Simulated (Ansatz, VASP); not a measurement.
**Ge in VASP and in Ansatz**

Contents of INCAR:

```
PREC = Accurate
ENCUT = 520
EDIFF = 1E-6
ISMEAR = -1
SIGMA = 0.05
LREAL = F
LASPH = T
NELM = 100
ALGO = Normal
ISIF = 2
LWAVE = F
LCHARG = F
NBANDS = 21
```

File KPOINTS:

```
regular mesh
0
Gamma
  11 11 11
```

POSCAR

```
Ge
1.0
   -2.5572107439      2.5572107439      1.3880337523
    2.5572107439     -2.5572107439      1.3880337523
    2.5572107439      2.5572107439     -1.3880337523
Ge
2
Direct
    0.5000000000      0.5000000000      0.0000000000
    0.2500000000      0.7500000000      0.5000000000
```

Contents of input.yaml:

```yaml
crystal:
  lattice:
    - [-2.5572107439, 2.5572107439, 1.3880337523]
    - [2.5572107439, -2.5572107439, 1.3880337523]
    - [2.5572107439, 2.5572107439, -1.3880337523]
  atoms:
    - { symbol: Ge, position: [0.5, 0.5, 0.0] }
    - { symbol: Ge, position: [0.25, 0.75, 0.5] }
kpoints:
  mp_grid: { grid: [11, 11, 11] }
scf:
  occupations: { method: fermi_dirac, width: 0.05 }
hamiltonian:
  xc: lda
  pseudopotentials: { kind: all_electron, lapw: { basis_error: 0.001 } }
output:
  forces: true
  stress: true
  eigenvalues: true
```

Change from the starting cell: volume scaled by 0.98.

Alike in both runs: task single point; functional LDA; k mesh 11 × 11 × 11; occupations fermi-dirac, width 0.05 eV; no spin polarisation.

```csv
,VASP,Ansatz
version,VASP 6.6.1,Ansatz 0.2.0
potentials or method,"VASP PAW LDA potentials, release 64 (Ge_d), cutoff 520 eV","all-electron LAPW, scalar-relativistic"
```

|  | VASP | Ansatz | Ansatz less VASP |
| --- | --- | --- | --- |
| gap on the k mesh at the Fermi level (eV) | none | none | - |
| pressure (GPa) | -0.9 | -0.9 | 0.00 |
| traceless stress, the component that is largest in VASP (GPa) | -0.13 | -0.15 | -0.023 |

LDA's correlation is that of Perdew and Zunger in VASP and of Perdew and Wang (1992) in Ansatz. A gap of «none» marks a metal or a gap that the smearing closes. Ansatz ran all-electron here, and VASP with PAW potentials.
